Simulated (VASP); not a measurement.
# Li (P6/mmm) in VASP: a series of runs, part 2 of 2

VASP 6.6.1. The steps go on from the part before.

### 3 Relaxation of cell and atoms, LDA, target pressure 1.3 GPa, at which the enthalpy is minimised

This run uses another cell than the first one, of 18.14 Å³/atom.

The input, INCAR:

```
SYSTEM = Li
PREC = Accurate ; ENCUT = 600
EDIFF = 1E-6 ; ISMEAR = -1
SIGMA = 0.05 ; LREAL = .False.
LASPH = .True. ; NELM = 60
ALGO = Normal ; ISIF = 3
LWAVE = .False. ; LCHARG = .False.
GGA = CA ; IBRION = 2
NSW = 60 ; EDIFFG = -0.005
PSTRESS = 13.0
```

The input, KPOINTS:

```
Automatic mesh
0
Gamma
  16 16 14
  0 0 0
```

The input, POSCAR:

```
Li
1.0
    2.8137610282      0.0000000000      0.0000000000
   -1.4068805141      2.4367885306      0.0000000000
    0.0000000000      0.0000000000      2.6449353665
Li
1
Direct
    0.0000000000      0.0000000000      0.0000000000
```

Potentials or basis: VASP PAW LDA potentials, release 64 (Li_sv).

Launch:

```
$ cat potpaw_LDA.64/Li_sv/POTCAR > POTCAR
$ mpirun -np 1 vasp_std > vasp.out
```

OUTCAR:

```text
SYSTEM = Li
   PREC = Accurate
   ENCUT = 600
   EDIFF = 1E-6
   ISMEAR = -1
   LREAL = .False.
   LASPH = .True.
   NELM = 60
   ISIF = 3
   GGA = CA
   IBRION = 2
   NSW = 60
   EDIFFG = -0.005
   PSTRESS = 13.0

 ion  position               nearest neighbor table
   1  0.000  0.000  0.000-

  LATTYP: Found a hexagonal cell.
 ALAT       =     2.8137610282
 C/A-ratio  =     0.9400000000

  Lattice vectors:

 A1 = (   2.8137610282,   0.0000000000,   0.0000000000)
 A2 = (  -1.4068805141,   2.4367885306,   0.0000000000)
 A3 = (   0.0000000000,   0.0000000000,   2.6449353665)

Analysis of symmetry for initial positions (statically):
=====================================================================
 Subroutine PRICEL returns:
 Original cell was already a primitive cell.

 Routine SETGRP: Setting up the symmetry group for a
 hexagonal supercell.

 Subroutine GETGRP returns: Found 24 space group operations
 (whereof 24 operations were pure point group operations)
 out of a pool of 24 trial point group operations.

The static configuration has the point symmetry D_6h.

Analysis of symmetry for dynamics (positions and initial velocities):
=====================================================================
 Subroutine PRICEL returns:
 Original cell was already a primitive cell.

 Routine SETGRP: Setting up the symmetry group for a
 hexagonal supercell.

 Subroutine GETGRP returns: Found 24 space group operations
 (whereof 24 operations were pure point group operations)
 out of a pool of 24 trial point group operations.

The dynamic configuration has the point symmetry D_6h.

 Subroutine INISYM returns: Found 24 space group operations
 (whereof 24 operations are pure point group operations),
 and found     1 'primitive' translations

----------------------------------------------------------------------------------------

                                     Primitive cell

  volume of cell :      18.1351

  direct lattice vectors                    reciprocal lattice vectors
     2.813761028  0.000000000  0.000000000     0.355396208  0.205188096  0.000000000
    -1.406880514  2.436788531  0.000000000     0.000000000  0.410376193  0.000000000
     0.000000000  0.000000000  2.644935366     0.000000000  0.000000000  0.378081072

  length of vectors
     2.813761028  2.813761028  2.644935366     0.410376193  0.410376193  0.378081072

  position of ions in fractional coordinates (direct lattice)
     0.000000000  0.000000000  0.000000000

  ion indices of the primitive-cell ions
   primitive index   ion index
                 1           1

----------------------------------------------------------------------------------------

 KPOINTS: Automatic mesh

Automatic generation of k-mesh.
 Grid dimensions read from file:
 generate k-points for:   16   16   14

 Generating k-lattice:

  Cartesian coordinates                     Fractional coordinates (reciprocal lattice)
     0.022212263  0.012824256  0.000000000     0.062500000  0.000000000  0.000000000
     0.000000000  0.025648512  0.000000000     0.000000000  0.062500000  0.000000000
     0.000000000  0.000000000  0.027005791     0.000000000  0.000000000  0.071428571

  Length of vectors
     0.025648512  0.025648512  0.027005791

  Shift w.r.t. Gamma in fractional coordinates (k-lattice)
     0.000000000  0.000000000  0.000000000

 Subroutine IBZKPT returns following result:
 ===========================================

 Found    240 irreducible k-points:

 Following reciprocal coordinates:
            Coordinates               Weight
  0.000000  0.000000  0.000000      1.000000
  0.062500  0.000000  0.000000      6.000000
  0.125000  0.000000  0.000000      6.000000
  0.187500  0.000000  0.000000      6.000000
  0.250000  0.000000  0.000000      6.000000
  0.312500 -0.000000  0.000000      6.000000
[... 16 lines left out ...]
  0.187500  0.187500  0.000000      6.000000
  0.250000  0.187500  0.000000     12.000000
 [... further k-points ...]
   k-points           NKPTS =    240   k-points in BZ     NKDIM =    240   number of bands    NBANDS=      5
   number of dos      NEDOS =    301   number of ions     NIONS =      1
   total plane-waves  NPLWV =  13824
   dimension x,y,z NGX =    24 NGY =   24 NGZ =   24
   dimension x,y,z NGXF=    48 NGYF=   48 NGZF=   48
   ions per type =               1
   NGX,Y,Z   is equivalent  to a cutoff of  14.18, 14.18, 15.09 a.u.
   NGXF,Y,Z  is equivalent  to a cutoff of  28.36, 28.36, 30.17 a.u.
 SYSTEM =  Li
   PREC   = accura    normal or accurate (medium, high low for compatibility)
   ISTART =      0    job   : 0-new  1-cont  2-samecut
   ICHARG =      2    charge: 1-file 2-atom 10-const
   ISPIN  =      1    spin polarized calculation?
   LNONCOLLINEAR =      F non collinear calculations
   LSORBIT =      F    spin-orbit coupling
   LASPH  =      T    aspherical Exc in radial PAW
   ENCUT  =  600.0 eV  44.10 Ry    6.64 a.u.   5.62  5.62  5.28*2*pi/ulx,y,z
   NELM   =     60;   NELMIN=  2; NELMDL= -5     # of ELM steps
   EDIFF  = 0.1E-05   stopping-criterion for ELM
   LREAL  =      F    real-space projection
   EDIFFG = -.5E-02   stopping-criterion for IOM
   NSW    =     60    number of steps for IOM
   IBRION =      2    ionic relax: 0-MD 1-quasi-New 2-CG
   NFREE  =      1    steps in history (QN), initial steepest desc. (CG)
   ISIF   =      3    stress and relaxation
   ISYM   =      2    0-nonsym 1-usesym 2-fastsym
   POTIM  = 0.5000    time-step for ionic-motion
   TEBEG  =    0.0;   TEEND  =   0.0 temperature during run
   PSTRESS=   13.0 pullay stress
   NELECT =       3.0000    total number of electrons
   NUPDOWN=      -1.0000    fix difference up-down
   EMIN   =  10.00;   EMAX   =-10.00  energy-range for DOS
   EFERMI =   0.00;   METHOD = LEGACY
   ISMEAR =    -1;   SIGMA  =   0.05  broadening in eV -4-tet -1-fermi 0-gaus
   EFERMI_NEDOS =   21; number of points for ismear=-14 and -15
   IALGO  =     38    algorithm
   IMIX   =      4    mixing-type and parameters
     AMIX     =   0.40;   BMIX     =  1.00
     AMIX_MAG =   1.60;   BMIX_MAG =  1.00
  volume/ion in A,a.u.               =      18.14       122.38
  Fermi-wavevector in a.u.,A,eV,Ry     =   0.898687  1.698273 10.988591  0.807639
  Thomas-Fermi vector in A             =   2.021427
   LORBIT       =      0    0 simple, 1 ext, 2 COOP (PROOUT), +10 PAW based schemes
   GGA     = CA    functional components
   LHFCALC =     F    Hartree Fock is set to
   AEXX    =    0.0000 exact exchange contribution
   IVDW    =     0    specifies the selected vdW correction
   LEPSILON=     F    determine dielectric tensor
   LRPA    =     F    only Hartree local field effects (RPA)
 conjugate gradient relaxation of ions
 non-spin polarized calculation
  energy-cutoff  :      600.00
  volume of cell :       18.14
 maximum number of plane-waves:       624
 NGX is ok and might be reduce to    24

--------------------------------------- Ionic step        1  -------------------------------------------

 number of electron       2.9999997 magnetization

 Free energy of the ion-electron system (eV)
  ---------------------------------------------------
  ext. energy  EPLUGINS =         0.00000000
  ---------------------------------------------------
  free energy    TOTEN  =        -1.98102774 eV

  energy without entropy =       -1.97731904  energy(sigma->0) =       -1.97917339

------------------------ aborting loop because EDIFF is reached ----------------------------------------

  FORCE on cell =-STRESS in cart. coord.  units (eV):
  Direction    XX          YY          ZZ          XY          YZ          ZX
  --------------------------------------------------------------------------------------
  -------------------------------------------------------------------------------------
  Total        0.1188379      0.1188379     -0.0594991      0.0000000     -0.0000000      0.0000000
  in kB       10.4989370     10.4989370     -5.2565489      0.0000000     -0.0000000      0.0000000
  external PRESSURE =      -7.7528916 kB  Pullay stress =      13.0000000 kB
[... 283 lines left out ...]
--------------------------------------- Ionic step        9  -------------------------------------------

 number of electron       3.0000005 magnetization

 Free energy of the ion-electron system (eV)
  ---------------------------------------------------
  ext. energy  EPLUGINS =         0.00000000
  ---------------------------------------------------
  free energy    TOTEN  =        -1.97757954 eV

  energy without entropy =       -1.97395572  energy(sigma->0) =       -1.97576763

 E-fermi :   1.0103     XC(G=0):  -7.5581

 val. band max:        1.0089680705   @ k =   0.2500   0.0625   0.3571
 cond. band min:       1.0277286798   @ k =   0.1250   0.1250   0.4286
 fundamental gap:      0.0187606092
 Fermi energy:         1.0102633353

 k-point     1 :       0.0000    0.0000    0.0000
  band No.  band energies     occupation
      1     -44.4717      2.00000
      2      -2.5790      2.00000
      3      14.6553      0.00000
      4      15.8588      0.00000
      5      15.8588      0.00000
[... 177 lines left out ...]
 k-point    24 :       0.2500    0.1875    0.0000
  band No.  band energies     occupation
      1     -44.4372      2.00000
      2      -0.0686      2.00000
      3       6.6416      0.00000
      4       9.2271      0.00000
      5      17.6338      0.00000

 [... further k-points ...]
[... 5 lines left out ...]
  --------------------------------------------------------------------------------------
  -------------------------------------------------------------------------------------
  Total        0.1381356      0.1381356      0.1391969      0.0000000      0.0000000      0.0000000
  in kB       12.8054384     12.8054384     12.9038260      0.0000000      0.0000000      0.0000000
  external PRESSURE =      -0.1617657 kB  Pullay stress =      13.0000000 kB
[... 20 lines left out ...]
  energy  without entropy=       -1.9739557186  energy(sigma->0) =       -1.97576763

  enthalpy is  TOTEN    =        -1.8373451463 eV   P V=        0.1402343957

 reached required accuracy - stopping structural energy minimisation
```

OSZICAR:

```text
N       E                     dE             d eps       ncg     rms          rms(c)
DAV:   1     0.753671041021E+00    0.75367E+00   -0.78989E+02  2405   0.461E+02
DAV:   2    -0.183277796977E+01   -0.25864E+01   -0.24621E+01  3385   0.606E+01
[... 60 lines left out ...]
       N       E                     dE             d eps       ncg     rms          rms(c)
DAV:   1    -0.197757362233E+01   -0.45173E-03   -0.16197E-03  2540   0.549E-01    0.525E-02
DAV:   2    -0.197759367670E+01   -0.20054E-04   -0.32836E-04  2820   0.167E-01    0.435E-02
DAV:   3    -0.197759164967E+01    0.20270E-05   -0.82593E-05  4645   0.632E-02    0.408E-02
DAV:   4    -0.197757949896E+01    0.12151E-04   -0.16579E-05  4505   0.341E-02    0.408E-03
DAV:   5    -0.197757954193E+01   -0.42969E-07   -0.58308E-07  1480   0.900E-03
   9 F= -.18373451E+01 E0= -.18355332E+01  d E =-.174863E-03
```

Wall time 55 s (1 thread of AMD EPYC 9R45 (Zen 5), shared host); peak memory 0.1 GiB.

What came out:

- Free energy: -1.9776 eV
- Relaxed volume: 17.28 Å³/atom
- Relaxed cell: a = 2.789 Å, b = 2.789 Å, c = 2.566 Å, α = 90.00°, β = 90.00°, γ = 120.00°
- Space group after relaxing (to 0.1 Å): P6/mmm (No. 191)
- Energy change on relaxing (the run minimises the enthalpy): +3.4 meV/atom
- Ionic steps: 9
- Pressure after relaxing: 1.3 GPa
- Band gap on the k mesh: zero (an odd number of electrons rules out a gap without spin polarisation)

The path:
| step | energy change (eV) | largest force (eV/Å) | pressure (GPa) | volume (Å³) |
| --- | --- | --- | --- | --- |
| 1 | 0.0000 | 0.0000 | 0.52 | 18.14 |
| 2 | 0.0001 | 0.0000 | 0.73 | 17.91 |
| 3 | 0.0011 | 0.0000 | 0.96 | 17.61 |
| 4 | 0.0070 | 0.0000 | 1.54 | 17.03 |
| 5 | 0.0022 | 0.0000 | 1.11 | 17.46 |
| 6 | 0.0028 | 0.0000 | 1.22 | 17.37 |
| 7 | 0.0031 | 0.0000 | 1.26 | 17.32 |
| 8 | 0.0039 | 0.0000 | 1.37 | 17.23 |
| 9 | 0.0034 | 0.0000 | 1.28 | 17.28 |

Final structure:
```yaml
crystal:
  lattice:
    - [2.78889, 0.00000, 0.00000]
    - [-1.39444, 2.41525, 0.00000]
    - [0.00000, 0.00000, 2.56584]
  atoms:
    - { symbol: Li, position: [0.00000, 0.00000, 0.00000] }
```

Caveat: the cutoff is under 1.25 times the usual one of these potentials, so pressure, stress and relaxed cells hold a basis-set (Pulay) error; the cell is relaxed towards a set pressure, so the run minimises the enthalpy, not the energy.

### 4 Relaxation of cell and atoms, LDA, target pressure 1.3 GPa, at which the enthalpy is minimised

This run uses another cell than the first one: it holds 3 atoms, not 1.

The input, INCAR:

```
SYSTEM = Li
PREC = Accurate
ENCUT = 600
EDIFF = 1E-6
ISMEAR = -1
SIGMA = 0.05
LREAL = .False.
LASPH = .True.
NELM = 60
ALGO = Normal
ISIF = 3
LWAVE = .False.
LCHARG = .False.
GGA = CA
IBRION = 2
NSW = 60
EDIFFG = -0.005
PSTRESS = 13.0
```

The input, KPOINTS:

```
Automatic mesh
0
Gamma
  8 8 11
  0 0 0
```

The input, POSCAR:

```
Li
1.0
    4.6102036446      0.0000000000      0.0000000000
   -2.3051018223      3.9925534728      0.0000000000
    0.0000000000      0.0000000000      2.8583262597
Li
3
Direct
    0.0000000000      0.0000000000      0.0000000000
    0.3333333333      0.6666666667      0.5000000000
    0.6666666667      0.3333333333      0.5000000000
```

Launch:

```
$ cat potpaw_LDA.64/Li_sv/POTCAR > POTCAR
$ mpirun -np 1 vasp_std > vasp.out
```

Wall time 36 s (1 thread of AMD EPYC 9R45 (Zen 5), shared host); peak memory 0.13 GiB.

Results (log left out):

```
Free energy                                                : -6.0872 eV
Relaxed volume                                             : 17.48 Å³/atom
Relaxed cell                                               : a = 4.696 Å, b = 4.696 Å, c = 2.745 Å, α = 90.00°, β = 90.00°, γ = 120.00°
Space group after relaxing (to 0.1 Å)                      : P6/mmm (No. 191)
Energy change on relaxing (the run minimises the enthalpy) : -5.0 meV/atom
Ionic steps                                                : 4
Pressure after relaxing                                    : 1.3 GPa
Band gap on the k mesh                                     : zero (an odd number of electrons rules out a gap without spin polarisation)
```

Step by step:
```tsv
step	energy change (eV)	largest force (eV/Å)	pressure (GPa)	volume (Å³)
1	0.0000	0.0000	1.27	52.61
2	-0.0061	0.0000	1.26	52.58
3	-0.0148	0.0000	1.26	52.48
4	-0.0150	0.0000	1.26	52.44
```

Final structure:
```
CELL_PARAMETERS angstrom
4.69620 0.00000 0.00000
-2.34810 4.06703 0.00000
0.00000 0.00000 2.74539
ATOMIC_POSITIONS crystal
Li 0.00000 0.00000 0.00000
Li 0.33333 0.66667 0.50000
Li 0.66667 0.33333 0.50000
```

Levels at points of the mesh, in eV from the Fermi level:
| k point | band 1 | band 2 | band 3 | band 4 | band 5 | band 6 | band 7 | band 8 |
| --- | --- | --- | --- | --- | --- | --- | --- | --- |
| (0.00, 0.00, 0.00) | -45.47 | -45.43 | -45.32 | -3.68 | 2.21 | 2.21 | 2.27 | 2.27 |
| (0.50, 0.00, 0.00) | -45.45 | -45.44 | -45.33 | -2.12 | -2.09 | 0.01 | 3.63 | 8.78 |

Caveat: the cutoff is under 1.25 times the usual one of these potentials, so pressure, stress and relaxed cells hold a basis-set (Pulay) error; the cell is relaxed towards a set pressure, so the run minimises the enthalpy, not the energy.

### 5 Relaxation of cell and atoms, LDA, target pressure 1.3 GPa, at which the enthalpy is minimised

This run uses another cell than the first one: it holds 3 atoms, not 1.

The input, INCAR:

```
  PREC = Accurate
  ENCUT = 600
  EDIFF = 1E-7
  ISMEAR = -1
  SIGMA = 0.05
  LREAL = False
  LASPH = True
  NELM = 80
  ALGO = Normal
  ISIF = 3
  LWAVE = False
  LCHARG = False
  GGA = CA
  IBRION = 2
  NSW = 32
  EDIFFG = -0.005
  PSTRESS = 13.0
```

The input, KPOINTS:

```
regular mesh
0
Gamma
  8 8 11
```

The input, POSCAR:

```
Li
1.0
    4.7042417567      0.0000000000      0.0000000000
   -2.3521208784      4.0739928669      0.0000000000
    0.0000000000      0.0000000000      2.7539433349
Li
3
Direct
    0.0000000000      0.0000000000      0.0000000000
    0.3333333333      0.6666666667      0.5000000000
    0.6666666667      0.3333333333      0.5000000000
```

Launch:

```
$ cat potpaw_LDA.64/Li_sv/POTCAR > POTCAR
$ mpirun -np 1 vasp_std > vasp.out
```

Run time: 52 s. Hardware: 1 thread of AMD EPYC 9R45 (Zen 5), shared host; peak memory 0.13 GiB.

It converged, with:

| Property | Result |
| --- | --- |
| Free energy | -6.0862 eV |
| Relaxed volume | 17.43 Å³/atom |
| Relaxed cell | a = 4.690 Å, b = 4.690 Å, c = 2.745 Å, α = 90.00°, β = 90.00°, γ = 120.00° |
| Space group after relaxing (to 0.1 Å) | P6/mmm (No. 191) |
| Energy change on relaxing (the run minimises the enthalpy) | +1.2 meV/atom |
| Ionic steps | 5 |
| Pressure after relaxing | 1.3 GPa |
| Band gap on the k mesh | zero (an odd number of electrons rules out a gap without spin polarisation) |

Step by step:
| step | energy change (eV) | largest force (eV/Å) | pressure (GPa) | volume (Å³) |
| --- | --- | --- | --- | --- |
| 1 | 0.0000 | 0.0000 | 1.14 | 52.78 |
| 2 | 0.0010 | 0.0000 | 1.18 | 52.64 |
| 3 | 0.0027 | 0.0000 | 1.26 | 52.42 |
| 4 | 0.0064 | 0.0000 | 1.42 | 51.97 |
| 5 | 0.0037 | 0.0000 | 1.30 | 52.30 |

Final structure:
```
Li
1.0
     4.69011    0.00000    0.00000
    -2.34505    4.06175    0.00000
     0.00000    0.00000    2.74525
Li
3
Direct
  0.00000 0.00000 0.00000
  0.33333 0.66667 0.50000
  0.66667 0.33333 0.50000
```

Levels at points of the mesh, in eV from the Fermi level:
```csv
k point,band 1,band 2,band 3,band 4,band 5,band 6,band 7,band 8
"(0.00, 0.00, 0.00)",-45.46,-45.42,-45.32,-3.69,2.22,2.22,2.28,2.28
"(0.50, 0.00, 0.00)",-45.45,-45.44,-45.32,-2.13,-2.10,0.01,3.64,8.80
```

Caveat: the cutoff is under 1.25 times the usual one of these potentials, so pressure, stress and relaxed cells hold a basis-set (Pulay) error; the cell is relaxed towards a set pressure, so the run minimises the enthalpy, not the energy.

### 6 The runs side by side

| cell | k mesh | gap on the mesh (eV) | pressure (GPa) |
| --- | --- | --- | --- |
| relaxed to 1.3 GPa from a = 2.799, b = 2.799, c = 2.576 Å, angles 90.0, 90.0, 120.0°, 1 atom, atomic positions A | 16 × 16 × 14 | none | 1.3 |
| relaxed to 1.3 GPa from a = 2.814, b = 2.814, c = 2.645 Å, angles 90.0, 90.0, 120.0°, 1 atom, atomic positions A | 16 × 16 × 14 | none | 1.3 |
| relaxed to 1.3 GPa from a = 4.610, b = 4.610, c = 2.858 Å, angles 90.0, 90.0, 120.0°, 3 atoms, atomic positions B | 8 × 8 × 11 | none | 1.3 |
| relaxed to 1.3 GPa from a = 4.704, b = 4.704, c = 2.754 Å, angles 90.0, 90.0, 120.0°, 3 atoms, atomic positions B | 8 × 8 × 11 | none | 1.3 |

Alike in all rows: task relaxation of cell and atoms; level LDA; potentials or basis VASP PAW LDA potentials, release 64 (Li_sv); no spin polarisation; cutoff (eV) 600; smearing fermi-dirac 0.05 eV.

Caveats: the cutoff is under 1.25 times the usual one of these potentials, so pressure, stress and relaxed cells hold a basis-set (Pulay) error; the cell is relaxed towards a set pressure, so the run minimises the enthalpy, not the energy.

Absolute energies hang on the potentials; compare differences alone.
